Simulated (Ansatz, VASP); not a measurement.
## Si3N4: VASP beside Ansatz

```xyz
14
Lattice="7.6241 0.0000 0.0000 -3.8120 6.6026 0.0000 0.0000 0.0000 2.9106" Properties=species:S:1:pos:R:3 pbc="T T T"
Si    5.1890    1.1484    0.7276
Si    1.6000    5.0680    2.1829
Si    4.0351    3.9196    0.7276
Si   -1.3769    5.4543    2.1829
Si    2.2121    1.5347    0.7276
Si   -0.2230    2.6830    2.1829
N    -1.0320    2.1789    0.7276
N     5.2211    0.1957    2.1829
N     2.4411    4.6194    0.7276
N     4.8441    4.4238    2.1829
N    -1.4091    6.4070    0.7276
N     1.3709    1.9832    2.1829
N     3.8120    2.2009    0.7276
N     0.0000    4.4018    2.1829
```

Alike in both runs: functional PBEsol; k mesh 6 × 6 × 8; occupations gaussian, width 0.02 eV; no spin polarisation.

Ansatz relaxed the structure, and its values are those at the end. VASP's run is a single point on that final structure, the one shown.

```csv
,VASP,Ansatz
version,VASP 6.6.1,Ansatz 0.2.0
potentials or method,"VASP PAW PBE potentials, release 64 (Si, N), cutoff 520 eV","scalar-relativistic, plane waves, PAW"
valence electrons in the cell,64,64
```

|  | VASP | Ansatz | Ansatz less VASP |
| --- | --- | --- | --- |
| gap on the k mesh at the Fermi level (eV) | 4.19 | 4.20 | +0.011 |
| least direct gap on the mesh (eV) | 4.38 | 4.39 | +0.010 |
| pressure (GPa) | 0.2 | 0.0 | -0.21 |
| rms of the force components (eV/Å) | 0.003 | 0.002 | -0.0011 |

VASP's potentials were made for PBE, not for PBEsol.
